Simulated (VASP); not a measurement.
# Cd2S5 (C2) in VASP: a series of runs

Runs on Cd2S5. Level: PBE. Tasks: single point.

All numbers are computed with VASP 6.6.1; they aren't measurements. Logs are shortened: lines on timing, memory, paths and dates and some standing lists are left out, and cuts for length are marked.

**1. The cell of the first run**

Symmetry: C2, No. 5, monoclinic system. Conventional cell: a = 6.420 Å, b = 5.440 Å, c = 10.317 Å, α = 90.00°, β = 95.41°, γ = 90.00°. Cd (site symmetry 1) has 5 S at 2.54 to 3.29 Å within 3.4 Å. S (site symmetry 1) has 1 S at 2.16 Å and 2 Cd at 2.58 to 2.62 Å within 2.9 Å. Within 2.6 Å of S (site symmetry 1) lie 2 S at 1.97 to 2.16 Å. Within 3.4 Å of S (site symmetry 2) lie 4 Cd at 2.54 to 2.62 Å.

**2. Single point, PBE**

The input, INCAR:

```
PREC = Accurate
ENCUT = 520
EDIFF = 1E-6
ISMEAR = 0
SIGMA = 0.2
LREAL = False
LASPH = True
NELM = 60
ALGO = Normal
ISIF = 2
LWAVE = False
LCHARG = True
GGA = PE
LELF = True
LVHAR = True
NBANDS = 36
```

The input, KPOINTS:

```
Automatic mesh
0
Gamma
  4 4 2
```

The input, POSCAR:

```
Cd2S5
1.0
    3.2067211481     -2.7201202530     -0.1488041971
    3.2067211481      2.7201202530     -0.1488041971
   -0.4954555491      0.0000000000     10.3049644724
Cd S
2 5
Direct
    0.4471581476      0.0549686586      0.8553903071
   -0.0549686586      0.5528418524      0.1446096929
    0.1149702600      0.0544329058      0.2800135697
    0.8881618004      0.3374683635      0.4412708406
    0.6625316365      0.1118381996      0.5587291594
   -0.0544329058     -0.1149702600      0.7199864303
    0.4285797198      0.5714202802      0.0000000000
```

Potentials or basis: VASP PAW PBE potentials, release 64 (Cd, S).

Command:

```sh
$ cat potpaw_PBE.64/Cd/POTCAR potpaw_PBE.64/S/POTCAR > POTCAR
$ mpirun -np 1 vasp_std > vasp.out
```

OUTCAR:

```text
PREC = Accurate
   ENCUT = 520
   EDIFF = 1E-6
   ISMEAR = 0
   LREAL = False
   LASPH = True
   NELM = 60
   ISIF = 2
   GGA = PE

 ion  position               nearest neighbor table
   1  0.447  0.055  0.855-   7 2.54   6 2.58   6 2.62   7 2.62
   2  0.945  0.553  0.145-   7 2.54   3 2.58   3 2.62   7 2.62
   3  0.115  0.054  0.280-   4 2.16   2 2.58   2 2.62
   4  0.888  0.337  0.441-   5 1.97   3 2.16
   5  0.663  0.112  0.559-   4 1.97   6 2.16
   6  0.946  0.885  0.720-   5 2.16   1 2.58   1 2.62
   7  0.429  0.571  0.000-   2 2.54   1 2.54   2 2.62   1 2.62

  LATTYP: Found a base centered monoclinic cell.
 ALAT       =     6.4203436702
 B/A-ratio  =     0.8473441276
 C/A-ratio  =     1.6069027932
 COS(beta)  =    -0.0942726932

  Lattice vectors:

 A1 = (   3.2067211481,  -2.7201202530,  -0.1488041971)
 A2 = (   3.2067211481,   2.7201202530,  -0.1488041971)
 A3 = (  -0.4954555491,   0.0000000000,  10.3049644724)

Analysis of symmetry for initial positions (statically):
=====================================================================
 Subroutine PRICEL returns:
 Original cell was already a primitive cell.

 Routine SETGRP: Setting up the symmetry group for a
 base centered monoclinic supercell.

 Subroutine GETGRP returns: Found  2 space group operations
 (whereof  2 operations were pure point group operations)
 out of a pool of  4 trial point group operations.

The static configuration has the point symmetry C_2 .

Analysis of symmetry for dynamics (positions and initial velocities):
=====================================================================
 Subroutine PRICEL returns:
 Original cell was already a primitive cell.

 Routine SETGRP: Setting up the symmetry group for a
 base centered monoclinic supercell.

 Subroutine GETGRP returns: Found  2 space group operations
 (whereof  2 operations were pure point group operations)
 out of a pool of  4 trial point group operations.

The dynamic configuration has the point symmetry C_2 .

 Subroutine INISYM returns: Found  2 space group operations
 (whereof  2 operations are pure point group operations),
 and found     1 'primitive' translations

----------------------------------------------------------------------------------------

                                     Primitive cell

  volume of cell :     179.3725

  direct lattice vectors                    reciprocal lattice vectors
     3.206721148 -2.720120253 -0.148804197     0.156271158 -0.183815403  0.007513409
     3.206721148  2.720120253 -0.148804197     0.156271158  0.183815403  0.007513409
    -0.495455549  0.000000000 10.304964472     0.004513127  0.000000000  0.097257594

  length of vectors
     4.207642737  4.207642737 10.316868177     0.241381914  0.241381914  0.097362251

  position of ions in fractional coordinates (direct lattice)
     0.447158148  0.054968659  0.855390307
     0.945031341  0.552841852  0.144609693
     0.114970260  0.054432906  0.280013570
     0.888161800  0.337468364  0.441270841
     0.662531636  0.111838200  0.558729159
     0.945567094  0.885029740  0.719986430
     0.428579720  0.571420280  1.000000000

  ion indices of the primitive-cell ions
   primitive index   ion index
                 1           1
                 2           2
                 3           3
                 4           4
                 5           5
                 6           6
                 7           7

----------------------------------------------------------------------------------------

 KPOINTS: Automatic mesh

Automatic generation of k-mesh.
 Grid dimensions read from file:
 generate k-points for:    4    4    2

 Generating k-lattice:

  Cartesian coordinates                     Fractional coordinates (reciprocal lattice)
     0.039067789 -0.045953851  0.001878352     0.250000000  0.000000000  0.000000000
     0.039067789  0.045953851  0.001878352     0.000000000  0.250000000  0.000000000
     0.002256563  0.000000000  0.048628797    -0.000000000 -0.000000000  0.500000000

  Length of vectors
     0.060345479  0.060345479  0.048681126

  Shift w.r.t. Gamma in fractional coordinates (k-lattice)
     0.000000000  0.000000000  0.000000000

 Subroutine IBZKPT returns following result:
 ===========================================

 Found     14 irreducible k-points:

 Following reciprocal coordinates:
            Coordinates               Weight
  0.000000  0.000000  0.000000      1.000000
  0.250000  0.000000  0.000000      4.000000
  0.500000  0.000000  0.000000      2.000000
  0.250000  0.250000  0.000000      2.000000
  0.500000  0.250000  0.000000      4.000000
 -0.250000  0.250000  0.000000      2.000000
  0.500000  0.500000  0.000000      1.000000
  0.000000  0.000000  0.500000      1.000000
  0.250000  0.000000  0.500000      4.000000
  0.500000  0.000000  0.500000      2.000000
  0.250000  0.250000  0.500000      2.000000
  0.500000  0.250000  0.500000      4.000000
 -0.250000  0.250000  0.500000      2.000000
  0.500000  0.500000  0.500000      1.000000
   k-points           NKPTS =     14   k-points in BZ     NKDIM =     14   number of bands    NBANDS=     36
   number of dos      NEDOS =    301   number of ions     NIONS =      7
   total plane-waves  NPLWV =  81920
   dimension x,y,z NGX =    32 NGY =   32 NGZ =   80
   dimension x,y,z NGXF=    64 NGYF=   64 NGZF=  160
   ions per type =               2   5
   NGX,Y,Z   is equivalent  to a cutoff of  12.64, 12.64, 12.89 a.u.
   NGXF,Y,Z  is equivalent  to a cutoff of  25.29, 25.29, 25.78 a.u.
 SYSTEM =  unknown system
   PREC   = accura    normal or accurate (medium, high low for compatibility)
   ISTART =      0    job   : 0-new  1-cont  2-samecut
   ICHARG =      2    charge: 1-file 2-atom 10-const
   ISPIN  =      1    spin polarized calculation?
   LNONCOLLINEAR =      F non collinear calculations
   LSORBIT =      F    spin-orbit coupling
   LASPH  =      T    aspherical Exc in radial PAW
   ENCUT  =  520.0 eV  38.22 Ry    6.18 a.u.   7.82  7.82 19.18*2*pi/ulx,y,z
   NELM   =     60;   NELMIN=  2; NELMDL= -5     # of ELM steps
   EDIFF  = 0.1E-05   stopping-criterion for ELM
   LREAL  =      F    real-space projection
   EDIFFG = 0.1E-04   stopping-criterion for IOM
   NSW    =      0    number of steps for IOM
   IBRION =     -1    ionic relax: 0-MD 1-quasi-New 2-CG
   NFREE  =      0    steps in history (QN), initial steepest desc. (CG)
   ISIF   =      2    stress and relaxation
   ISYM   =      2    0-nonsym 1-usesym 2-fastsym
   POTIM  = 0.5000    time-step for ionic-motion
   TEBEG  =    0.0;   TEEND  =   0.0 temperature during run
   PSTRESS=    0.0 pullay stress
   NELECT =      54.0000    total number of electrons
   NUPDOWN=      -1.0000    fix difference up-down
   EMIN   =  10.00;   EMAX   =-10.00  energy-range for DOS
   EFERMI =   0.00;   METHOD = LEGACY
   ISMEAR =     0;   SIGMA  =   0.20  broadening in eV -4-tet -1-fermi 0-gaus
   EFERMI_NEDOS =   21; number of points for ismear=-14 and -15
   IALGO  =     38    algorithm
   IMIX   =      4    mixing-type and parameters
     AMIX     =   0.40;   BMIX     =  1.00
     AMIX_MAG =   1.60;   BMIX_MAG =  1.00
  volume/ion in A,a.u.               =      25.62       172.92
  Fermi-wavevector in a.u.,A,eV,Ry     =   1.097204  2.073415 16.379472  1.203857
  Thomas-Fermi vector in A             =   2.233560
   LORBIT       =      0    0 simple, 1 ext, 2 COOP (PROOUT), +10 PAW based schemes
   GGA     = PE    functional components
   LHFCALC =     F    Hartree Fock is set to
   AEXX    =    0.0000 exact exchange contribution
   IVDW    =     0    specifies the selected vdW correction
   LEPSILON=     F    determine dielectric tensor
   LRPA    =     F    only Hartree local field effects (RPA)
 non-spin polarized calculation
 Gauss-broadening in eV      SIGMA  =   0.20
  energy-cutoff  :      520.00
  volume of cell :      179.37
 maximum number of plane-waves:      4850
   NGX = 15   NGY = 15   NGZ = 39

 number of electron      53.9999999 magnetization

 Free energy of the ion-electron system (eV)
  ---------------------------------------------------
  ext. energy  EPLUGINS =         0.00000000
  ---------------------------------------------------
  free energy    TOTEN  =       -23.63536562 eV

  energy without entropy =      -23.63535393  energy(sigma->0) =      -23.63535978

 E-fermi :   2.2266     XC(G=0):  -8.7175

 val. band max:        1.7161016065   @ k =   0.0000   0.0000   0.5000
 cond. band min:       2.7332572857   @ k =   0.0000   0.0000   0.5000
 fundamental gap:      1.0171556792
 Fermi energy:         2.2265560433

 k-point     1 :       0.0000    0.0000    0.0000
  band No.  band energies     occupation
      1     -14.1106      2.00000
      2     -11.8083      2.00000
      3     -10.7180      2.00000
      4     -10.1061      2.00000
      5      -7.7540      2.00000
      6      -6.3310      2.00000
[... 28 lines left out ...]
     35       7.5345      0.00000
     36       8.1694      0.00000

 k-point     2 :       0.2500    0.0000    0.0000
  band No.  band energies     occupation
      1     -14.0169      2.00000
      2     -11.7715      2.00000
      3     -10.6189      2.00000
      4     -10.1452      2.00000
      5      -7.8514      2.00000
      6      -6.3187      2.00000
[... 28 lines left out ...]
     35       7.7055      0.00000
     36       8.3783      0.00000

 k-point     3 :       0.5000    0.0000    0.0000
  band No.  band energies     occupation
      1     -13.9155      2.00000
      2     -11.7414      2.00000
      3     -10.4997      2.00000
      4     -10.2070      2.00000
      5      -7.9504      2.00000
      6      -6.3096      2.00000
[... 28 lines left out ...]
     35       8.0863      0.00000
     36       8.5216      0.00000

 k-point     4 :       0.2500    0.2500    0.0000
  band No.  band energies     occupation
      1     -13.9334      2.00000
      2     -11.7490      2.00000
      3     -10.5555      2.00000
      4     -10.1438      2.00000
      5      -7.9030      2.00000
      6      -6.2510      2.00000
[... 28 lines left out ...]
     35       7.6759      0.00000
     36       8.0621      0.00000

 k-point     5 :       0.5000    0.2500    0.0000
  band No.  band energies     occupation
      1     -13.8299      2.00000
      2     -11.7209      2.00000
      3     -10.4467      2.00000
      4     -10.1933      2.00000
      5      -7.9936      2.00000
      6      -6.2579      2.00000
[... 265 lines left out ...]
 k-point    12 :       0.5000    0.2500    0.5000
  band No.  band energies     occupation
      1     -13.8299      2.00000
      2     -11.7224      2.00000
      3     -10.4264      2.00000
      4     -10.2139      2.00000
      5      -7.9937      2.00000
      6      -6.2633      2.00000
[... 28 lines left out ...]
     35       8.1036      0.00000
     36       8.6963      0.00000

 k-point    13 :      -0.2500    0.2500    0.5000
  band No.  band energies     occupation
      1     -13.9203      2.00000
      2     -11.7412      2.00000
      3     -10.4820      2.00000
      4     -10.2182      2.00000
      5      -7.9383      2.00000
      6      -6.3123      2.00000
[... 28 lines left out ...]
     35       7.8204      0.00000
     36       8.3208      0.00000

 k-point    14 :       0.5000    0.5000    0.5000
  band No.  band energies     occupation
      1     -13.7377      2.00000
      2     -11.7084      2.00000
      3     -10.3691      2.00000
      4     -10.2076      2.00000
      5      -8.0441      2.00000
      6      -6.1592      2.00000
[... 28 lines left out ...]
     35       8.0100      0.00000
     36       8.7528      0.00000

------------------------ aborting loop because EDIFF is reached ----------------------------------------

  FORCE on cell =-STRESS in cart. coord.  units (eV):
  Direction    XX          YY          ZZ          XY          YZ          ZX
  --------------------------------------------------------------------------------------
  -------------------------------------------------------------------------------------
  Total        0.2544403      0.2437664      0.0107640      0.0000000      0.0000000      0.0248016
  in kB        2.2726923      2.1773523      0.0961454      0.0000000      0.0000000      0.2215307
  external PRESSURE =       1.5153967 kB  Pullay stress =       0.0000000 kB

 VOLUME and BASIS-vectors are now :
 -----------------------------------------------------------------------------
  energy-cutoff  :      520.00
  volume of cell :      179.37
      direct lattice vectors                 reciprocal lattice vectors
     3.206721148 -2.720120253 -0.148804197     0.156271158 -0.183815403  0.007513409
     3.206721148  2.720120253 -0.148804197     0.156271158  0.183815403  0.007513409
    -0.495455549  0.000000000 10.304964472     0.004513127  0.000000000  0.097257594

 POSITION                                       TOTAL-FORCE (eV/Angst)
 -----------------------------------------------------------------------------------
      1.18637     -1.06680      8.74005         0.003345      0.024699      0.007099
      4.73161     -1.06680      1.26731        -0.003345      0.024699     -0.007099
      0.40449     -0.16467      2.86032         0.008817     -0.004637      0.059069
      3.71162     -1.49795      4.36490        -0.054376     -0.016724      0.046983
      2.20636     -1.49795      5.64245         0.054376     -0.016724     -0.046983
      5.51349     -0.16467      7.14703        -0.008817     -0.004637     -0.059069
      3.20672      0.38854     -0.14880        -0.000000     -0.006677     -0.000000
 -----------------------------------------------------------------------------------
    total drift:                               -0.000000      0.000105      0.000000

  FREE ENERGIE OF THE ION-ELECTRON SYSTEM (eV)
  ---------------------------------------------------
  free  energy   TOTEN  =       -23.6353656186 eV

  energy  without entropy=      -23.6353539334  energy(sigma->0) =      -23.63535978
```

It took 39 s on 1 thread of Intel Xeon 6975P-C (Granite Rapids), shared host; peak memory 0.29 GiB.

What came out:

| Property | Result |
| --- | --- |
| Free energy | -23.6354 eV |
| Pressure | 0.2 GPa |
| Largest force | 0.074 eV/Å |
| Band gap on the k mesh | 1.02 eV, direct |

Forces in eV/Å, atoms in the order of the input:
```
Cd   0.003  0.025  0.007
Cd  -0.003  0.025 -0.007
S    0.009 -0.005  0.059
S   -0.054 -0.017  0.047
S    0.054 -0.017 -0.047
S   -0.009 -0.005 -0.059
S    0.000 -0.007  0.000
```

A k mesh can miss the band edges. PBE gaps usually lie below the measured ones, often by a third to a half.

**3. Single point, PBE**

This run uses another cell than the first one, of 25.85 Å³/atom, 1.009 times its volume.

The input, INCAR:

```
SYSTEM = Cd2S5
PREC = Accurate ; ENCUT = 520
EDIFF = 1E-6 ; ISMEAR = 0
SIGMA = 0.1 ; LREAL = .False.
LASPH = .True. ; NELM = 80
ALGO = Normal ; ISIF = 2
LWAVE = .False. ; LCHARG = .False.
GGA = PE ; NBANDS = 36
```

The input, KPOINTS:

```
Automatic mesh
0
Gamma
  4 4 2
  0 0 0
```

The input, POSCAR:

```
Cd2S5
1.0
   -3.2037658590      2.7687499071      0.0178427918
   -3.2037658590     -2.7687499071      0.0178427918
   -1.0277459847      0.0000000000     10.2064147905
Cd S
2 5
Direct
    0.5579552259      0.9488967893      0.8557703202
    0.0511032107      0.4420447741      0.1442296798
    0.8828360291      0.9358195756      0.2793793843
    0.1063379399      0.6627933749      0.4433664538
    0.3372066251      0.8936620601      0.5566335462
    0.0641804244      0.1171639709      0.7206206157
    0.5683805450      0.4316194550      0.0000000000
```

Potentials or basis: VASP PAW PBE potentials, release 64 (Cd, S).

Command:

```sh
$ cat potpaw_PBE.64/Cd/POTCAR potpaw_PBE.64/S/POTCAR > POTCAR
$ mpirun -np 1 vasp_std > vasp.out
```

It took 45 s on 1 thread of Intel Xeon 6975P-C (Granite Rapids), shared host; peak memory 0.29 GiB.

It converged, with:

```
Free energy            : -23.6371 eV
Pressure               : 0.0 GPa
Largest force          : 0.113 eV/Å
Band gap on the k mesh : 0.99 eV, direct
```

Forces in eV/Å, atoms in the order of the input:
```
Cd   0.005  0.004 -0.004
Cd  -0.005  0.004  0.004
S   -0.003  0.024  0.088
S   -0.103 -0.039  0.029
S    0.103 -0.039 -0.029
S    0.003  0.024 -0.088
S    0.000  0.021  0.000
```

Stress tensor (GPa, compression positive):
```
 0.04  0.00  0.15
 0.00  0.07  0.00
 0.15  0.00 -0.17
```

Levels at points of the mesh, in eV from the valence-band top:
| k point | band 23 | band 24 | band 25 | band 26 | band 27 | band 28 | band 29 | band 30 | band 31 | band 32 |
| --- | --- | --- | --- | --- | --- | --- | --- | --- | --- | --- |
| (0.00, 0.00, 0.00) | -1.47 | -1.14 | -1.01 | -0.79 | -0.67 | 1.77 | 1.94 | 2.83 | 3.03 | 3.66 |
| (0.50, 0.00, 0.00) | -1.72 | -1.27 | -1.08 | -0.43 | -0.10 | 1.96 | 2.54 | 2.82 | 3.52 | 4.56 |
| (0.50, 0.50, 0.00) | -2.40 | -1.90 | -1.73 | -1.02 | -0.21 | 2.50 | 2.51 | 3.66 | 3.73 | 4.03 |
| (0.00, 0.00, 0.50) | -1.70 | -1.08 | -0.85 | -0.70 | 0.00 | 0.99 | 2.11 | 2.69 | 3.32 | 3.66 |
| (0.50, 0.00, 0.50) | -1.61 | -1.37 | -1.07 | -0.64 | -0.32 | 2.19 | 2.55 | 2.86 | 3.56 | 4.56 |
| (0.50, 0.50, 0.50) | -2.33 | -2.19 | -1.60 | -0.91 | -0.34 | 2.48 | 2.89 | 3.33 | 3.97 | 4.15 |

A k mesh can miss the band edges. A hybrid or GW would open this gap; PBE tends to underestimate it.

**4. Single point, PBE**

This run uses another cell than the first one, of 25.85 Å³/atom, 1.009 times its volume.

The input, INCAR:

```
SYSTEM = Cd2S5
PREC = Accurate ; ENCUT = 540
EDIFF = 1E-6 ; ISMEAR = 0
SIGMA = 0.1 ; LREAL = .False.
LASPH = .True. ; NELM = 120
ALGO = Normal ; ISIF = 2
LWAVE = .False. ; LCHARG = .False.
GGA = PE ; NBANDS = 44
GGA_COMPAT = .False.
```

KPOINTS is that of step 3.

POSCAR is that of step 3.

Potentials or basis: VASP PAW PBE potentials, release 64 (Cd_sv_GW, S).

Command:

```sh
$ cat potpaw_PBE.64/Cd_sv_GW/POTCAR potpaw_PBE.64/S/POTCAR > POTCAR
$ mpirun -np 1 vasp_std > vasp.out
```

It took 62 s on 1 thread of Intel Xeon 6975P-C (Granite Rapids), shared host; peak memory 0.33 GiB.

It converged, with:

* Free energy: -23.7750 eV
* Pressure: -0.7 GPa
* Largest force: 0.112 eV/Å
* Band gap on the k mesh: 0.98 eV, direct

Forces in eV/Å, atoms in the order of the input:
```
Cd   0.004  0.001 -0.004
Cd  -0.004  0.001  0.004
S   -0.008  0.035  0.061
S   -0.101 -0.040  0.028
S    0.101 -0.040 -0.028
S    0.008  0.035 -0.061
S    0.000  0.008  0.000
```

Stress tensor (GPa, compression positive):
```
-0.70  0.00  0.14
 0.00 -0.65  0.00
 0.14  0.00 -0.88
```

Levels at points of the mesh, in eV from the valence-band top:
```
           k point  band 31  band 32  band 33  band 34  band 35  band 36  band 37  band 38  band 39  band 40
(0.00, 0.00, 0.00)    -1.47    -1.14    -1.01    -0.79    -0.67     1.76     1.94     2.83     3.03     3.66
(0.50, 0.00, 0.00)    -1.72    -1.27    -1.08    -0.43    -0.10     1.96     2.54     2.82     3.52     4.56
(0.50, 0.50, 0.00)    -2.40    -1.90    -1.73    -1.02    -0.21     2.50     2.51     3.66     3.73     4.03
(0.00, 0.00, 0.50)    -1.70    -1.08    -0.85    -0.69     0.00     0.98     2.11     2.68     3.32     3.66
(0.50, 0.00, 0.50)    -1.61    -1.37    -1.07    -0.64    -0.32     2.19     2.55     2.85     3.56     4.56
(0.50, 0.50, 0.50)    -2.33    -2.19    -1.60    -0.91    -0.34     2.48     2.89     3.33     3.97     4.15
```

**5. The runs side by side**

```csv
potentials or basis,cell,cutoff (eV),smearing,second run,gap on the mesh (eV),pressure (GPa),largest force (eV/Å)
"VASP PAW PBE potentials, release 64 (Cd, S)","a = 4.208, b = 4.208, c = 10.317 Å, angles 94.1, 94.1, 80.6°, 7 atoms",520,gaussian 0.2 eV,-,1.02,0.2,0.07
"VASP PAW PBE potentials, release 64 (Cd, S)","a = 4.234, b = 4.234, c = 10.258 Å, angles 85.4, 85.4, 81.7°, 7 atoms",520,gaussian 0.1 eV,-,0.99,0.0,0.11
"VASP PAW PBE potentials, release 64 (Cd_sv_GW, S)","a = 4.234, b = 4.234, c = 10.258 Å, angles 85.4, 85.4, 81.7°, 7 atoms",540,gaussian 0.1 eV,valence_matched,0.98,-0.7,0.11
```

Alike in all rows: task single point; level PBE; no spin polarisation; k mesh 4 × 4 × 2.

Absolute energies hang on the potentials; compare differences alone.
